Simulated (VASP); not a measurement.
Crystal: KRb2.

```xyz
3
Lattice="0.0000 3.9026 3.9026 3.9026 0.0000 3.9026 3.9026 3.9026 0.0000" Properties=species:S:1:pos:R:3 pbc="T T T"
K     0.0000    0.0000    0.0000
Rb    5.8538    5.8538    5.8538
Rb    1.9513    1.9513    1.9513
```

The cell was generated, and may not be a known phase.

* Program: VASP 6.6.1
* Task: relaxation of cell and atoms
* Functional: PBE
* Potentials or basis: VASP PAW PBE potentials, release 64 (K_sv, Rb_sv)
* Cutoff: 600 eV
* k mesh: 4 × 4 × 4
* Occupations: gaussian, width 0.1 eV
* Spin: no spin polarisation

At the start: pressure 8.7 GPa; volume 39.62 Å³/atom.

Where does the relaxation end?

Over 5 steps the energy falls by 890.2 meV/atom and the volume is 99.94 Å³/atom (+152.2 %); space group Fm-3m (No. 225, to 0.1 Å) before and after.

Step by step:
| step | energy change (eV) | largest force (eV/Å) | pressure (GPa) | volume (Å³) |
| --- | --- | --- | --- | --- |
| 1 | 0.0000 | 0.0000 | 8.69 | 118.87 |
| 2 | -1.4979 | 0.0000 | 3.97 | 159.79 |
| 3 | -2.5540 | 0.0000 | 0.74 | 242.75 |
| 4 | -2.6606 | 0.0000 | 0.18 | 282.42 |
| 5 | -2.6705 | 0.0000 | 0.01 | 299.82 |

Final structure:
```cif
data_structure
_symmetry_space_group_name_H-M 'P 1'
_symmetry_Int_Tables_number 1
_cell_length_a 7.5126
_cell_length_b 7.5126
_cell_length_c 7.5126
_cell_angle_alpha 60.000
_cell_angle_beta 60.000
_cell_angle_gamma 60.000
_cell_volume 299.82
loop_
_atom_site_label
_atom_site_type_symbol
_atom_site_fract_x
_atom_site_fract_y
_atom_site_fract_z
_atom_site_occupancy
K1 K 0.00000 0.00000 0.00000 1
Rb1 Rb 0.75000 0.75000 0.75000 1
Rb2 Rb 0.25000 0.25000 0.25000 1
```

Caveat: the volume moved by over 15 % at a fixed basis, so the end points are rough.
